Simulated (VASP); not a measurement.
# KNd2Sb3 (P-4m2) in VASP: single point with PBE

Aim: the single point of KNd2Sb3 with PBE.

Program: VASP 6.6.1. These are calculated values, not measurements. Logs are shortened: lines on timing, memory, paths and dates and some standing lists are left out, and cuts for length are marked.

### 1 The cell of the first run

The structure is tetragonal, space group P-4m2 (No. 115). The conventional cell has a = 4.608 Å, b = 4.608 Å, c = 8.895 Å, α = 90.00°, β = 90.00°, γ = 90.00°. K (site symmetry -4m2) has 8 Sb at 3.26 to 3.62 Å and 4 Nd at 3.73 Å within 4.3 Å. Within 4.2 Å of Nd (site symmetry 2mm) lie 7 Sb at 3.17 to 3.73 Å and 2 K at 3.73 Å. Within 4.3 Å of Sb (site symmetry -4m2) lie 4 K at 3.26 Å and 4 Sb at 3.62 Å and 4 Nd at 3.73 Å. Sb (site symmetry 2mm) has 5 Nd at 3.17 to 3.26 Å and 2 K at 3.62 Å and 2 Sb at 3.62 Å within 4.2 Å.

The cell was generated, and may not be a known phase.

### 2 Single point, PBE

The input, INCAR:

```
PREC     = Accurate       # precision mode
ENCUT    = 500            # plane-wave cutoff, eV
EDIFF    = 1E-6           # SCF threshold, eV
ISMEAR   = 0              # smearing method
SIGMA    = 0.1            # smearing width, eV
LREAL    = F              # projectors in reciprocal space
LASPH    = T              # aspherical terms in the spheres
NELM     = 200            # most SCF steps
ALGO     = Normal         # electronic algorithm
ISIF     = 2              # what is computed and relaxed
LWAVE    = F              # write WAVECAR
LCHARG   = F              # write CHGCAR
GGA      = PE             # functional
NBANDS   = 32             # bands
GGA_COMPAT= F            
LMAXMIX  = 6              # l up to which the mixer works
```

The input, KPOINTS:

```
Automatic mesh
0
Gamma
  8 8 4
```

The input, POSCAR:

```
KNd2Sb3
1.0
    4.6081582290      0.0000000000      0.0000000000
    0.0000000000      4.6081582290      0.0000000000
    0.0000000000      0.0000000000      8.8953038555
K Nd Sb
1 2 3
Direct
    0.0000000000      0.0000000000      0.0000000000
    0.0000000000      0.5000000000      0.6702452523
    0.5000000000      0.0000000000      0.3297547477
    0.5000000000      0.5000000000      0.0000000000
    0.0000000000      0.5000000000      0.3141503193
    0.5000000000      0.0000000000      0.6858496807
```

Potentials or basis: VASP PAW PBE potentials, release 64 (K_sv, Nd_3, Sb), 4f in core.

The run is started by

```bash
$ cat potpaw_PBE.64/K_sv/POTCAR potpaw_PBE.64/Nd_3/POTCAR potpaw_PBE.64/Sb/POTCAR > POTCAR
$ mpirun -np 1 vasp_std > vasp.out
```

OUTCAR:

```text
PREC = Accurate
   ENCUT = 500
   EDIFF = 1E-6
   ISMEAR = 0
   LREAL = F
   LASPH = T
   NELM = 200
   ISIF = 2
   GGA = PE

 ion  position               nearest neighbor table
   1  0.000  0.000  0.000-   4 3.26   4 3.26   4 3.26   4 3.26   5 3.62   6 3.62   6 3.62   5 3.62
                             3 3.73   2 3.73   3 3.73   2 3.73
   2  0.000  0.500  0.670-   5 3.17   6 3.26   6 3.26   6 3.26   6 3.26   1 3.73   4 3.73   4 3.73
                             1 3.73
   3  0.500  0.000  0.330-   6 3.17   5 3.26   5 3.26   5 3.26   5 3.26   1 3.73   1 3.73   4 3.73
                             4 3.73
   4  0.500  0.500  0.000-   1 3.26   1 3.26   1 3.26   1 3.26   6 3.62   6 3.62   5 3.62   5 3.62
                             2 3.73   2 3.73   3 3.73   3 3.73
   5  0.000  0.500  0.314-   2 3.17   3 3.26   3 3.26   3 3.26   3 3.26   1 3.62   4 3.62   4 3.62
                             1 3.62
   6  0.500  0.000  0.686-   3 3.17   2 3.26   2 3.26   2 3.26   2 3.26   4 3.62   1 3.62   4 3.62
                             1 3.62

  LATTYP: Found a simple tetragonal cell.
 ALAT       =     4.6081582290
 C/A-ratio  =     1.9303381988

  Lattice vectors:

 A1 = (   4.6081582290,   0.0000000000,   0.0000000000)
 A2 = (   0.0000000000,   4.6081582290,   0.0000000000)
 A3 = (   0.0000000000,   0.0000000000,   8.8953038555)

Analysis of symmetry for initial positions (statically):
=====================================================================
 Subroutine PRICEL returns:
 Original cell was already a primitive cell.

 Routine SETGRP: Setting up the symmetry group for a
 simple tetragonal supercell.

 Subroutine GETGRP returns: Found  8 space group operations
 (whereof  8 operations were pure point group operations)
 out of a pool of 16 trial point group operations.

The static configuration has the point symmetry D_2d.

Analysis of symmetry for dynamics (positions and initial velocities):
=====================================================================
 Subroutine PRICEL returns:
 Original cell was already a primitive cell.

 Routine SETGRP: Setting up the symmetry group for a
 simple tetragonal supercell.

 Subroutine GETGRP returns: Found  8 space group operations
 (whereof  8 operations were pure point group operations)
 out of a pool of 16 trial point group operations.

The dynamic configuration has the point symmetry D_2d.

 Subroutine INISYM returns: Found  8 space group operations
 (whereof  8 operations are pure point group operations),
 and found     1 'primitive' translations

----------------------------------------------------------------------------------------

                                     Primitive cell

  volume of cell :     188.8929

  direct lattice vectors                    reciprocal lattice vectors
     4.608158229  0.000000000  0.000000000     0.217006437  0.000000000  0.000000000
     0.000000000  4.608158229  0.000000000     0.000000000  0.217006437  0.000000000
     0.000000000  0.000000000  8.895303855     0.000000000  0.000000000  0.112418869

  length of vectors
     4.608158229  4.608158229  8.895303855     0.217006437  0.217006437  0.112418869

  position of ions in fractional coordinates (direct lattice)
     0.000000000  0.000000000  0.000000000
     0.000000000  0.500000000  0.670245252
     0.500000000  0.000000000  0.329754748
     0.500000000  0.500000000  0.000000000
     0.000000000  0.500000000  0.314150319
     0.500000000  0.000000000  0.685849681

  ion indices of the primitive-cell ions
   primitive index   ion index
                 1           1
                 2           2
                 3           3
                 4           4
                 5           5
                 6           6

----------------------------------------------------------------------------------------

 KPOINTS: Automatic mesh

Automatic generation of k-mesh.
 Grid dimensions read from file:
 generate k-points for:    8    8    4

 Generating k-lattice:

  Cartesian coordinates                     Fractional coordinates (reciprocal lattice)
     0.027125805  0.000000000  0.000000000     0.125000000  0.000000000  0.000000000
     0.000000000  0.027125805  0.000000000     0.000000000  0.125000000  0.000000000
     0.000000000  0.000000000  0.028104717     0.000000000  0.000000000  0.250000000

  Length of vectors
     0.027125805  0.027125805  0.028104717

  Shift w.r.t. Gamma in fractional coordinates (k-lattice)
     0.000000000  0.000000000  0.000000000

 Subroutine IBZKPT returns following result:
 ===========================================

 Found     45 irreducible k-points:

 Following reciprocal coordinates:
            Coordinates               Weight
  0.000000  0.000000  0.000000      1.000000
  0.125000  0.000000  0.000000      4.000000
  0.250000  0.000000  0.000000      4.000000
  0.375000  0.000000  0.000000      4.000000
  0.500000  0.000000  0.000000      2.000000
  0.125000  0.125000  0.000000      4.000000
[... 16 lines left out ...]
  0.375000  0.125000  0.250000     16.000000
  0.500000  0.125000  0.250000      8.000000
 [... further k-points ...]
   k-points           NKPTS =     45   k-points in BZ     NKDIM =     45   number of bands    NBANDS=     32
   number of dos      NEDOS =    301   number of ions     NIONS =      6
   total plane-waves  NPLWV =  90720
   dimension x,y,z NGX =    36 NGY =   36 NGZ =   70
   dimension x,y,z NGXF=    72 NGYF=   72 NGZF=  140
   ions per type =               1   2   3
   NGX,Y,Z   is equivalent  to a cutoff of  12.99, 12.99, 13.08 a.u.
   NGXF,Y,Z  is equivalent  to a cutoff of  25.98, 25.98, 26.16 a.u.
 SYSTEM =  unknown system
   PREC   = accura    normal or accurate (medium, high low for compatibility)
   ISTART =      0    job   : 0-new  1-cont  2-samecut
   ICHARG =      2    charge: 1-file 2-atom 10-const
   ISPIN  =      1    spin polarized calculation?
   LNONCOLLINEAR =      F non collinear calculations
   LSORBIT =      F    spin-orbit coupling
   LASPH  =      T    aspherical Exc in radial PAW
   ENCUT  =  500.0 eV  36.75 Ry    6.06 a.u.   8.40  8.40 16.22*2*pi/ulx,y,z
   NELM   =    200;   NELMIN=  2; NELMDL= -5     # of ELM steps
   EDIFF  = 0.1E-05   stopping-criterion for ELM
   LREAL  =      F    real-space projection
   EDIFFG = 0.1E-04   stopping-criterion for IOM
   NSW    =      0    number of steps for IOM
   IBRION =     -1    ionic relax: 0-MD 1-quasi-New 2-CG
   NFREE  =      0    steps in history (QN), initial steepest desc. (CG)
   ISIF   =      2    stress and relaxation
   ISYM   =      2    0-nonsym 1-usesym 2-fastsym
   POTIM  = 0.5000    time-step for ionic-motion
   TEBEG  =    0.0;   TEEND  =   0.0 temperature during run
   PSTRESS=    0.0 pullay stress
   NELECT =      46.0000    total number of electrons
   NUPDOWN=      -1.0000    fix difference up-down
   EMIN   =  10.00;   EMAX   =-10.00  energy-range for DOS
   EFERMI =   0.00;   METHOD = LEGACY
   ISMEAR =     0;   SIGMA  =   0.10  broadening in eV -4-tet -1-fermi 0-gaus
   EFERMI_NEDOS =   21; number of points for ismear=-14 and -15
   IALGO  =     38    algorithm
   IMIX   =      4    mixing-type and parameters
     AMIX     =   0.40;   BMIX     =  1.00
     AMIX_MAG =   1.60;   BMIX_MAG =  1.00
  volume/ion in A,a.u.               =      31.48       212.45
  Fermi-wavevector in a.u.,A,eV,Ry     =   1.022325  1.931914 14.220104  1.045148
  Thomas-Fermi vector in A             =   2.155998
   LORBIT       =      0    0 simple, 1 ext, 2 COOP (PROOUT), +10 PAW based schemes
   GGA     = PE    functional components
   LHFCALC =     F    Hartree Fock is set to
   AEXX    =    0.0000 exact exchange contribution
   IVDW    =     0    specifies the selected vdW correction
   LEPSILON=     F    determine dielectric tensor
   LRPA    =     F    only Hartree local field effects (RPA)
 non-spin polarized calculation
 Gauss-broadening in eV      SIGMA  =   0.10
  energy-cutoff  :      500.00
  volume of cell :      188.89
 maximum number of plane-waves:      4840
 NGX is ok and might be reduce to    36
   NGX = 17   NGY = 17   NGZ = 33

 number of electron      46.0000000 magnetization

 Free energy of the ion-electron system (eV)
  ---------------------------------------------------
  ext. energy  EPLUGINS =         0.00000000
  ---------------------------------------------------
  free energy    TOTEN  =       -26.77361221 eV

  energy without entropy =      -26.76206852  energy(sigma->0) =      -26.76784037

 E-fermi :   4.6626     XC(G=0):  -9.4464

 val. band max:        4.6321512609   @ k =   0.0000   0.0000   0.0000
 cond. band min:       4.6634915637   @ k =   0.3750   0.3750   0.5000
 fundamental gap:      0.0313403028
 Fermi energy:         4.6626308719

 k-point     1 :       0.0000    0.0000    0.0000
  band No.  band energies     occupation
      1     -33.7008      2.00000
      2     -33.6936      2.00000
      3     -25.2447      2.00000
      4     -14.8684      2.00000
      5     -14.8179      2.00000
      6     -14.8179      2.00000
[... 24 lines left out ...]
     31       7.0009      0.00000
     32       7.6139      0.00000

 k-point     2 :       0.1250    0.0000    0.0000
  band No.  band energies     occupation
      1     -33.7003      2.00000
      2     -33.6936      2.00000
      3     -25.2443      2.00000
      4     -14.8690      2.00000
      5     -14.8358      2.00000
      6     -14.8147      2.00000
[... 24 lines left out ...]
     31       7.4021      0.00000
     32       7.4570      0.00000

 k-point     3 :       0.2500    0.0000    0.0000
  band No.  band energies     occupation
      1     -33.6987      2.00000
      2     -33.6936      2.00000
      3     -25.2433      2.00000
      4     -14.8829      2.00000
      5     -14.8592      2.00000
      6     -14.8069      2.00000
[... 24 lines left out ...]
     31       7.8745      0.00000
     32       8.0172      0.00000

 k-point     4 :       0.3750    0.0000    0.0000
  band No.  band energies     occupation
      1     -33.6968      2.00000
      2     -33.6940      2.00000
      3     -25.2423      2.00000
      4     -14.9099      2.00000
      5     -14.8754      2.00000
      6     -14.8012      2.00000
[... 24 lines left out ...]
     31       7.8533      0.00000
     32       8.6543      0.00000

 k-point     5 :       0.5000    0.0000    0.0000
  band No.  band energies     occupation
      1     -33.6951      2.00000
      2     -33.6951      2.00000
      3     -25.2419      2.00000
      4     -14.9215      2.00000
      5     -14.8841      2.00000
      6     -14.7977      2.00000
[... 584 lines left out ...]
     31       7.4124      0.00000
     32       7.8530      0.00000

 k-point    22 :       0.2500    0.1250    0.2500
  band No.  band energies     occupation
      1     -33.6982      2.00000
      2     -33.6935      2.00000
      3     -25.2429      2.00000
      4     -14.8790      2.00000
      5     -14.8568      2.00000
      6     -14.8216      2.00000
[... 24 lines left out ...]
     31       7.7457      0.00000
     32       8.0053      0.00000

 k-point    23 :       0.3750    0.1250    0.2500
  band No.  band energies     occupation
      1     -33.6964      2.00000
      2     -33.6938      2.00000
      3     -25.2419      2.00000
      4     -14.9042      2.00000
      5     -14.8714      2.00000
      6     -14.8130      2.00000
[... 24 lines left out ...]
     31       8.0624      0.00000
     32       8.3861      0.00000

 k-point    24 :       0.5000    0.1250    0.2500
  band No.  band energies     occupation
      1     -33.6948      2.00000
      2     -33.6948      2.00000
      3     -25.2414      2.00000
      4     -14.9157      2.00000
      5     -14.8795      2.00000
      6     -14.8093      2.00000
[... 24 lines left out ...]
     31       8.1556      0.00000
     32       8.2857      0.00000

 [... further k-points ...]
[... 5 lines left out ...]
  --------------------------------------------------------------------------------------
  -------------------------------------------------------------------------------------
  Total        0.2651308      0.2651308      0.1949363      0.0000000      0.0000000      0.0000000
  in kB        2.2488224      2.2488224      1.6534375      0.0000000      0.0000000      0.0000000
  external PRESSURE =       2.0503607 kB  Pullay stress =       0.0000000 kB

 VOLUME and BASIS-vectors are now :
 -----------------------------------------------------------------------------
  energy-cutoff  :      500.00
  volume of cell :      188.89
      direct lattice vectors                 reciprocal lattice vectors
     4.608158229  0.000000000  0.000000000     0.217006437  0.000000000  0.000000000
     0.000000000  4.608158229  0.000000000     0.000000000  0.217006437  0.000000000
     0.000000000  0.000000000  8.895303855     0.000000000  0.000000000  0.112418869

 POSITION                                       TOTAL-FORCE (eV/Angst)
 -----------------------------------------------------------------------------------
      0.00000      0.00000      0.00000         0.000000      0.000000      0.000000
      0.00000      2.30408      5.96204        -0.000000      0.000000      0.010902
      2.30408      0.00000      2.93327        -0.000000      0.000000     -0.010902
      2.30408      2.30408      0.00000         0.000000      0.000000      0.000000
      0.00000      2.30408      2.79446         0.000000      0.000000     -0.019958
      2.30408      0.00000      6.10084         0.000000      0.000000      0.019958
 -----------------------------------------------------------------------------------
    total drift:                                0.000000      0.000000      0.000000

  FREE ENERGIE OF THE ION-ELECTRON SYSTEM (eV)
  ---------------------------------------------------
  free  energy   TOTEN  =       -26.7736122098 eV

  energy  without entropy=      -26.7620685229  energy(sigma->0) =      -26.76784037
```

Run time: 2.2 min. Hardware: 1 thread of AMD EPYC 9R45 (Zen 5), shared host; peak memory 0.4 GiB.

What came out:

* Free energy: -26.7736 eV
* Pressure: 0.2 GPa
* Largest force: 0.020 eV/Å
* Band gap on the k mesh: zero (bands 23 and 24 overlap by 0.45 eV)

Forces on the atoms (eV/Å):
```
K    0.000  0.000  0.000
Nd   0.000  0.000  0.011
Nd   0.000  0.000 -0.011
Sb   0.000  0.000  0.000
Sb   0.000  0.000 -0.020
Sb   0.000  0.000  0.020
```

Caveat: spin-orbit coupling is left out, which moves the levels of the heavy elements; the 4f electrons are frozen in the core, so they carry no moment and show no levels. Spin polarisation is off, so any magnetic state and its effect on volume and gap are missing.

The gap in the log of VASP goes by the Fermi energy; the results here count the filled bands.